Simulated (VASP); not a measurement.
Input of a VASP 6.6.1 run:

POSCAR

```
Sr
1.0
   -2.3852921747      2.3852921747      2.3852921747
    2.3852921747     -2.3852921747      2.3852921747
    2.3852921747      2.3852921747     -2.3852921747
Sr
1
Direct
    0.0000000000      0.0000000000      0.0000000000
```

Contents of INCAR.step1:

```
  PREC = Accurate
  ENCUT = 520
  ISMEAR = -1
  SIGMA = 0.025
  LREAL = F
  LASPH = T
  NELM = 150
  MAGMOM = 0 0 0
  LSORBIT = T
  GGA_COMPAT = F
  NBANDS = 21
  GGA = PE
  ALGO = Normal
  EDIFF = 1E-4
  LWAVE = T
  LCHARG = F
```

The input INCAR.step2:

```
  PREC = Accurate
  ENCUT = 520
  EDIFF = 1E-7
  ISMEAR = -1
  SIGMA = 0.025
  LREAL = F
  LASPH = T
  NELM = 150
  ALGO = Normal
  ISIF = 2
  LWAVE = F
  LCHARG = F
  MAGMOM = 0 0 0
  LORBIT = 11
  LSORBIT = T
  GGA_COMPAT = F
  LORBMOM = T
  METAGGA = R2SCAN
  LMIXTAU = T
  IVDW = 12
  VDW_S6 = 1.0
  VDW_S8 = 0.78981345
  VDW_A1 = 0.49484001
  VDW_A2 = 5.73083694
  NBANDS = 21
  ISTART = 1
```

The input KPOINTS:

```
Automatic mesh
0
Gamma
  8 8 8
```

Potentials or basis: VASP PAW PBE potentials, release 64 (Sr_sv).

Command:

```bash
$ cat potpaw_PBE.64/Sr_sv/POTCAR > POTCAR
$ cp INCAR.step1 INCAR
$ mpirun -np 1 vasp_ncl > vasp.out
$ cp INCAR.step2 INCAR
$ mpirun -np 1 vasp_ncl > vasp.out
```

(1) Estimate the pressure.

(2) Predict the net moment.

(3) Estimate the dispersion energy per atom.

Answers

(1) 0.0 GPa.

(2) 0.00 μB per cell.

(3) -0.093 eV.

Caveat: three body term missing; the PAW data sets were made with another functional, which shifts forces and pressure a little.
